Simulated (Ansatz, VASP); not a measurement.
# NbTe in VASP and in Ansatz

File INCAR:

```
PREC = Accurate ; ENCUT = 500
EDIFF = 1E-6 ; ISMEAR = 0
SIGMA = 0.05 ; LREAL = F
LASPH = T ; NELM = 200
ALGO = Normal ; ISIF = 2
LWAVE = F ; LCHARG = F
ISPIN = 2 ; MAGMOM = 1.49 0
LORBIT = 11 ; LMAXMIX = 4
GGA = PS ; NBANDS = 20
GGA_COMPAT = F
```

KPOINTS

```
regular mesh
0
Gamma
  8 8 8
```

The input POSCAR:

```
NbTe
1.0
    0.0000000000      3.1132405844      3.1132405844
    3.1132405844      0.0000000000      3.1132405844
    3.1132405844      3.1132405844      0.0000000000
Nb Te
1 1
Direct
    0.0000000000      0.0000000000      0.0000000000
    0.2500000000      0.2500000000      0.2500000000
```

Input for Ansatz:

```yaml
crystal:
  lattice:
    - [0.0, 3.1132405844, 3.1132405844]
    - [3.1132405844, 0.0, 3.1132405844]
    - [3.1132405844, 3.1132405844, 0.0]
  atoms:
    - { symbol: Nb, position: [0.0, 0.0, 0.0], spin: 1.49 }
    - { symbol: Te, position: [0.25, 0.25, 0.25] }
basis:
  ecutwfc: 420
  ecutrho_ratio: 4
kpoints:
  mp_grid: { grid: [8, 8, 8] }
hamiltonian:
  xc: pbesol
scf:
  occupations: { method: gaussian, width: 0.05 }
output:
  forces: true
  stress: true
  eigenvalues: true
  populations: true
magnetization:
  spin_polarized: true
```

Alike in both runs: task single point; functional PBEsol; k mesh 8 × 8 × 8; occupations gaussian, width 0.05 eV; collinear spin.

```csv
,VASP,Ansatz
version,VASP 6.6.1,Ansatz 0.2.0
potentials or method,"VASP PAW PBE potentials, release 64 (Nb_sv, Te), cutoff 500 eV","scalar-relativistic, plane waves, PAW"
valence electrons in the cell,19,29
```

Ansatz gave:

| Item | Value |
| --- | --- |
| gap on the k mesh at the Fermi level (eV) | none |
| pressure (GPa) | 1.4 |
| net moment per atom (μB) | 0.99 |
| size of the moment on the site where the two differ most (μB) | 1.32 |

**Question.** Which values does VASP return?

**Answer.** gap on the k mesh at the Fermi level (eV): none; pressure (GPa): 1.4; net moment per atom (μB): 0.99; size of the moment on the site where the two differ most (μB): 1.44.

VASP's potentials were made for PBE, not for PBEsol. Site moments also hang on the region over which each program counts them. A gap of «none» marks a metal or a gap that the smearing closes. The functional is the same, so the differences come from potentials, cutoffs and numerics. VASP's potentials hold 19 valence electrons a cell and Ansatz's 29, so a difference there can come from the potentials and not from the codes.

Spin-orbit coupling is off throughout.
